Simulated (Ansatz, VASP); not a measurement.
Y in VASP and in Ansatz

```xyz
1
Lattice="3.2104 0.0000 0.0000 0.0000 3.2104 0.0000 0.0000 0.0000 3.2104" Properties=species:S:1:pos:R:3 pbc="T T T"
Y     0.0000    0.0000    0.0000
```

Change from the starting cell: volume scaled by 0.95, crystal datasets.

Alike in both runs: task electric field gradients; functional PBE; k mesh 11 × 11 × 11; occupations fermi-dirac, width 0.08 eV; no spin polarisation.

```csv
,VASP,Ansatz
version,VASP 6.6.1,Ansatz 0.2.0
potentials or method,"VASP PAW PBE potentials, release 64 (Y_sv), cutoff 520 eV","all-electron PAW with datasets made for the crystal, scalar-relativistic"
```

|  | VASP | Ansatz | Ansatz less VASP |
| --- | --- | --- | --- |
| pressure (GPa) | 1.5 | 1.5 | +0.04 |

Ansatz ran all-electron here, and VASP with PAW potentials.
